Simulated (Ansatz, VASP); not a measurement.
Two plane-wave programs on GaAs

The input INCAR:

```
PREC     = Accurate       # precision mode
ENCUT    = 520            # plane-wave cutoff, eV
EDIFF    = 1E-7           # SCF threshold, eV
ISMEAR   = 0              # smearing method
SIGMA    = 0.05           # smearing width, eV
LREAL    = F              # projectors in reciprocal space
LASPH    = T              # aspherical terms in the spheres
NELM     = 80             # most SCF steps
ALGO     = Normal         # electronic algorithm
ISIF     = 2              # what is computed and relaxed
LWAVE    = F              # write WAVECAR
LCHARG   = F              # write CHGCAR
GGA      = PS             # functional
NBANDS   = 16             # bands
```

Contents of KPOINTS:

```
Automatic mesh
0
Gamma
  10 10 10
```

Contents of POSCAR:

```
GaAs
1.0
    0.0000000000      2.8295281948      2.8295281948
    2.8295281948      0.0000000000      2.8295281948
    2.8295281948      2.8295281948      0.0000000000
Ga As
1 1
Direct
    0.0000000000      0.0000000000      0.0000000000
    0.7500000000      0.7500000000      0.7500000000
```

Input for Ansatz:

```yaml
crystal:
  lattice:
    - [0.0, 2.8295281948, 2.8295281948]
    - [2.8295281948, 0.0, 2.8295281948]
    - [2.8295281948, 2.8295281948, 0.0]
  atoms:
    - { symbol: Ga, position: [0.0, 0.0, 0.0] }
    - { symbol: As, position: [0.75, 0.75, 0.75] }
basis:
  ecutwfc: 420
  ecutrho_ratio: 4
kpoints:
  mp_grid: { grid: [10, 10, 10] }
hamiltonian:
  xc: pbesol
scf:
  occupations: { method: gaussian, width: 0.05 }
output:
  forces: true
  stress: true
  eigenvalues: true
```

Alike in both runs: task single point; functional PBEsol; k mesh 10 × 10 × 10; occupations gaussian, width 0.05 eV; no spin polarisation.

|  | VASP | Ansatz |
| --- | --- | --- |
| version | VASP 6.6.1 | Ansatz 0.2.0 |
| potentials or method | VASP PAW PBE potentials, release 64 (Ga_d, As), cutoff 520 eV | scalar-relativistic, plane waves, PAW |
| valence electrons in the cell | 18 | 28 |

```tsv
	VASP	Ansatz	Ansatz less VASP
gap on the k mesh at the Fermi level (eV)	0.43	0.42	-0.014
least direct gap on the mesh (eV)	0.43	0.42	-0.014
pressure (GPa)	0.2	0.0	-0.15
```

VASP's potentials were made for PBE, not for PBEsol. VASP's potentials hold 18 valence electrons a cell and Ansatz's 28, so a difference there can come from the potentials and not from the codes.
